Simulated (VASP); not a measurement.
# SrTiO3 (P4/mmm) in VASP: a series of runs, part 2 of 2

VASP 6.6.1. The steps go on from the part before.

## (3) Single point, PBE

This run uses another cell than the first one, of 12.19 Å³/atom.

File INCAR:

```
SYSTEM = SrTiO3
PREC = Accurate ; ENCUT = 600
EDIFF = 1E-6 ; ISMEAR = 0
SIGMA = 0.05 ; LREAL = .False.
LASPH = .True. ; NELM = 120
ALGO = Normal ; ISIF = 2
LWAVE = .False. ; LCHARG = .True.
GGA = PE ; LELF = .True.
LVHAR = .True. ; NBANDS = 28
ISYM = 0 ; GGA_COMPAT = .False.
```

File KPOINTS:

```
Automatic mesh
0
Gamma
  8 8 8
  0 0 0
```

File POSCAR:

```
SrTiO3
1.0
    3.8773575147      0.0000000000      0.0000000000
    0.0000000000      3.8773575147      0.0000000000
    0.0000000000      0.0000000000      4.0544956752
Sr Ti O
1 1 3
Direct
    0.0000000000      0.0000000000      0.0000000000
    0.5000000000      0.5000000000      0.5000000000
    0.0000000000      0.5000000000      0.5000000000
    0.5000000000      0.0000000000      0.5000000000
    0.5000000000      0.5000000000      0.0000000000
```

Potentials or basis: VASP PAW PBE potentials, release 64 (Sr_sv, Ti_sv, O).

Launch:

```sh
> cat potpaw_PBE.64/Sr_sv/POTCAR potpaw_PBE.64/Ti_sv/POTCAR potpaw_PBE.64/O/POTCAR > POTCAR
> mpirun -np 1 vasp_std > vasp.out
```

OUTCAR:

```text
SYSTEM = SrTiO3
   PREC = Accurate
   ENCUT = 600
   EDIFF = 1E-6
   ISMEAR = 0
   LREAL = .False.
   LASPH = .True.
   NELM = 120
   ISIF = 2
   GGA = PE
   ISYM = 0

 ion  position               nearest neighbor table
   1  0.000  0.000  0.000-   5 2.74   5 2.74   5 2.74   5 2.74   4 2.81   3 2.81   4 2.81   3 2.81
                             4 2.81   3 2.81   4 2.81   3 2.81   2 3.41   2 3.41   2 3.41   2 3.41
   2  0.500  0.500  0.500-   3 1.94   4 1.94   4 1.94   3 1.94   5 2.03   5 2.03   1 3.41   1 3.41
                             1 3.41   1 3.41   1 3.41   1 3.41   1 3.41   1 3.41
   3  0.000  0.500  0.500-   2 1.94   2 1.94   1 2.81   1 2.81   1 2.81   1 2.81
   4  0.500  0.000  0.500-   2 1.94   2 1.94   1 2.81   1 2.81   1 2.81   1 2.81
   5  0.500  0.500  0.000-   2 2.03   2 2.03   1 2.74   1 2.74   1 2.74   1 2.74

IMPORTANT INFORMATION: All symmetrisations will be switched off!
NOSYMM: (Re-)initialisation of all symmetry stuff for point group C_1.

----------------------------------------------------------------------------------------

                                     Primitive cell

  volume of cell :      60.9549

  direct lattice vectors                    reciprocal lattice vectors
     3.877357515  0.000000000  0.000000000     0.257907607  0.000000000  0.000000000
     0.000000000  3.877357515  0.000000000     0.000000000  0.257907607  0.000000000
     0.000000000  0.000000000  4.054495675     0.000000000  0.000000000  0.246639799

  length of vectors
     3.877357515  3.877357515  4.054495675     0.257907607  0.257907607  0.246639799

  position of ions in fractional coordinates (direct lattice)
     0.000000000  0.000000000  0.000000000
     0.500000000  0.500000000  0.500000000
     0.000000000  0.500000000  0.500000000
     0.500000000  0.000000000  0.500000000
     0.500000000  0.500000000  0.000000000

  ion indices of the primitive-cell ions
   primitive index   ion index
                 1           1
                 2           2
                 3           3
                 4           4
                 5           5

----------------------------------------------------------------------------------------

 KPOINTS: Automatic mesh

Automatic generation of k-mesh.
 Grid dimensions read from file:
 generate k-points for:    8    8    8

 Generating k-lattice:

  Cartesian coordinates                     Fractional coordinates (reciprocal lattice)
     0.032238451  0.000000000  0.000000000     0.125000000  0.000000000  0.000000000
     0.000000000  0.032238451  0.000000000     0.000000000  0.125000000  0.000000000
     0.000000000  0.000000000  0.030829975     0.000000000  0.000000000  0.125000000

  Length of vectors
     0.032238451  0.032238451  0.030829975

  Shift w.r.t. Gamma in fractional coordinates (k-lattice)
     0.000000000  0.000000000  0.000000000

 Subroutine IBZKPT returns following result:
 ===========================================

 Found    260 irreducible k-points:

 Following reciprocal coordinates:
            Coordinates               Weight
  0.000000  0.000000  0.000000      1.000000
  0.125000  0.000000  0.000000      2.000000
  0.000000  0.125000  0.000000      2.000000
  0.250000  0.000000  0.000000      2.000000
  0.000000  0.250000  0.000000      2.000000
  0.375000  0.000000  0.000000      2.000000
[... 16 lines left out ...]
 -0.250000  0.250000  0.000000      2.000000
  0.375000  0.250000  0.000000      2.000000
 [... further k-points ...]
   k-points           NKPTS =    260   k-points in BZ     NKDIM =    260   number of bands    NBANDS=     28
   number of dos      NEDOS =    301   number of ions     NIONS =      5
   total plane-waves  NPLWV =  32768
   dimension x,y,z NGX =    32 NGY =   32 NGZ =   32
   dimension x,y,z NGXF=    64 NGYF=   64 NGZF=   64
   ions per type =               1   1   3
   NGX,Y,Z   is equivalent  to a cutoff of  13.72, 13.72, 13.12 a.u.
   NGXF,Y,Z  is equivalent  to a cutoff of  27.44, 27.44, 26.24 a.u.
 SYSTEM =  SrTiO3
   PREC   = accura    normal or accurate (medium, high low for compatibility)
   ISTART =      0    job   : 0-new  1-cont  2-samecut
   ICHARG =      2    charge: 1-file 2-atom 10-const
   ISPIN  =      1    spin polarized calculation?
   LNONCOLLINEAR =      F non collinear calculations
   LSORBIT =      F    spin-orbit coupling
   LASPH  =      T    aspherical Exc in radial PAW
   ENCUT  =  600.0 eV  44.10 Ry    6.64 a.u.   7.74  7.74  8.10*2*pi/ulx,y,z
   NELM   =    120;   NELMIN=  2; NELMDL= -5     # of ELM steps
   EDIFF  = 0.1E-05   stopping-criterion for ELM
   LREAL  =      F    real-space projection
   EDIFFG = 0.1E-04   stopping-criterion for IOM
   NSW    =      0    number of steps for IOM
   IBRION =     -1    ionic relax: 0-MD 1-quasi-New 2-CG
   NFREE  =      0    steps in history (QN), initial steepest desc. (CG)
   ISIF   =      2    stress and relaxation
   ISYM   =      0    0-nonsym 1-usesym 2-fastsym
   POTIM  = 0.5000    time-step for ionic-motion
   TEBEG  =    0.0;   TEEND  =   0.0 temperature during run
   PSTRESS=    0.0 pullay stress
   NELECT =      40.0000    total number of electrons
   NUPDOWN=      -1.0000    fix difference up-down
   EMIN   =  10.00;   EMAX   =-10.00  energy-range for DOS
   EFERMI =   0.00;   METHOD = LEGACY
   ISMEAR =     0;   SIGMA  =   0.05  broadening in eV -4-tet -1-fermi 0-gaus
   EFERMI_NEDOS =   21; number of points for ismear=-14 and -15
   IALGO  =     38    algorithm
   IMIX   =      4    mixing-type and parameters
     AMIX     =   0.40;   BMIX     =  1.00
     AMIX_MAG =   1.60;   BMIX_MAG =  1.00
  volume/ion in A,a.u.               =      12.19        82.27
  Fermi-wavevector in a.u.,A,eV,Ry     =   1.422630  2.688381 27.536509  2.023876
  Thomas-Fermi vector in A             =   2.543313
   LORBIT       =      0    0 simple, 1 ext, 2 COOP (PROOUT), +10 PAW based schemes
   GGA     = PE    functional components
   LHFCALC =     F    Hartree Fock is set to
   AEXX    =    0.0000 exact exchange contribution
   IVDW    =     0    specifies the selected vdW correction
   LEPSILON=     F    determine dielectric tensor
   LRPA    =     F    only Hartree local field effects (RPA)
 non-spin polarized calculation
 Gauss-broadening in eV      SIGMA  =   0.05
  energy-cutoff  :      600.00
  volume of cell :       60.95
 maximum number of plane-waves:      2060
   NGX = 15   NGY = 15   NGZ = 17

 number of electron      40.0000002 magnetization

 Free energy of the ion-electron system (eV)
  ---------------------------------------------------
  ext. energy  EPLUGINS =         0.00000000
  ---------------------------------------------------
  free energy    TOTEN  =       -40.05644221 eV

  energy without entropy =      -40.05644221  energy(sigma->0) =      -40.05644221

 E-fermi :   4.3095     XC(G=0): -11.1466

 val. band max:        4.0404631867   @ k =   0.5000   0.5000   0.5000
 cond. band min:       5.7661963066   @ k =   0.0000   0.0000   0.0000
 fundamental gap:      1.7257331198
 Fermi energy:         4.3094701573

 k-point     1 :       0.0000    0.0000    0.0000
  band No.  band energies     occupation
      1     -52.5803      2.00000
      2     -28.8850      2.00000
      3     -28.8224      2.00000
      4     -28.8224      2.00000
      5     -28.8002      2.00000
      6     -13.4026      2.00000
[... 20 lines left out ...]
     27       9.5503      0.00000
     28      10.0158      0.00000

 k-point     2 :       0.1250    0.0000    0.0000
  band No.  band energies     occupation
      1     -52.5801      2.00000
      2     -28.9032      2.00000
      3     -28.8220      2.00000
      4     -28.8119      2.00000
      5     -28.7997      2.00000
      6     -13.3893      2.00000
[... 20 lines left out ...]
     27       9.8319      0.00000
     28      10.3964      0.00000

 k-point     3 :       0.0000    0.1250    0.0000
  band No.  band energies     occupation
      1     -52.5801      2.00000
      2     -28.9032      2.00000
      3     -28.8220      2.00000
      4     -28.8119      2.00000
      5     -28.7997      2.00000
      6     -13.3893      2.00000
[... 616 lines left out ...]
      3     -28.8595      2.00000
      4     -28.7970      2.00000
      5     -28.7887      2.00000
      6     -13.2358      2.00000
[... 20 lines left out ...]
     27      11.0901      0.00000
     28      11.8552      0.00000

 k-point    24 :       0.3750    0.2500    0.0000
  band No.  band energies     occupation
      1     -52.5780      2.00000
      2     -28.9419      2.00000
      3     -28.8625      2.00000
      4     -28.7959      2.00000
      5     -28.7945      2.00000
      6     -13.1958      2.00000
[... 20 lines left out ...]
     27      11.9082      0.00000
     28      12.3515      0.00000

 [... further k-points ...]
[... 5 lines left out ...]
  --------------------------------------------------------------------------------------
  -------------------------------------------------------------------------------------
  Total        1.6097202      1.6097426     -1.8953636     -0.0000024     -0.0000020     -0.0000030
  in kB       42.3109176     42.3115051    -49.8189508     -0.0000630     -0.0000513     -0.0000793
  external PRESSURE =      11.6011573 kB  Pullay stress =       0.0000000 kB

 VOLUME and BASIS-vectors are now :
 -----------------------------------------------------------------------------
  energy-cutoff  :      600.00
  volume of cell :       60.95
      direct lattice vectors                 reciprocal lattice vectors
     3.877357515  0.000000000  0.000000000     0.257907607  0.000000000  0.000000000
     0.000000000  3.877357515  0.000000000     0.000000000  0.257907607  0.000000000
     0.000000000  0.000000000  4.054495675     0.000000000  0.000000000  0.246639799

 POSITION                                       TOTAL-FORCE (eV/Angst)
 -----------------------------------------------------------------------------------
      0.00000      0.00000      0.00000         0.000000      0.000001     -0.000000
      1.93868      1.93868      2.02725        -0.000002     -0.000001      0.000001
      0.00000      1.93868      2.02725         0.000001     -0.000001      0.000000
      1.93868      0.00000      2.02725         0.000001      0.000000     -0.000000
      1.93868      1.93868      0.00000         0.000000      0.000000     -0.000000
 -----------------------------------------------------------------------------------
    total drift:                                0.000000      0.000002     -0.000002

  FREE ENERGIE OF THE ION-ELECTRON SYSTEM (eV)
  ---------------------------------------------------
  free  energy   TOTEN  =       -40.0564422055 eV

  energy  without entropy=      -40.0564422055  energy(sigma->0) =      -40.05644221
```

It took 12 min on 1 thread of Oxide Virtual Turin-like, shared host; peak memory 0.55 GiB.

Results:

```
Free energy            : -40.0564 eV
Pressure               : 1.2 GPa
Band gap on the k mesh : 1.73 eV (least direct gap 2.15 eV)
```

Levels at points of the mesh, in eV from the valence-band top:
```csv
k point,band 18,band 19,band 20,band 21,band 22,band 23
"(0.00, 0.00, 0.00)",-0.46,-0.42,-0.42,1.73,1.73,1.80
"(0.50, 0.00, 0.00)",-1.99,-0.84,-0.80,1.90,3.73,3.74
"(0.00, 0.50, 0.00)",-1.99,-0.84,-0.80,1.90,3.73,3.74
"(0.50, 0.50, 0.00)",-1.45,-1.45,-0.07,3.74,3.74,4.22
"(0.00, 0.00, 0.50)",-1.97,-0.76,-0.76,1.93,3.34,3.34
"(0.50, 0.00, 0.50)",-1.70,-1.69,-0.23,3.35,3.75,4.00
"(0.00, 0.50, 0.50)",-1.70,-1.69,-0.23,3.35,3.75,4.00
"(0.50, 0.50, 0.50)",-0.11,-0.11,0.00,4.20,4.20,4.41
```

Caveat: the stress differs along the axes, from -5 to 4 GPa. A k mesh can miss the band edges.
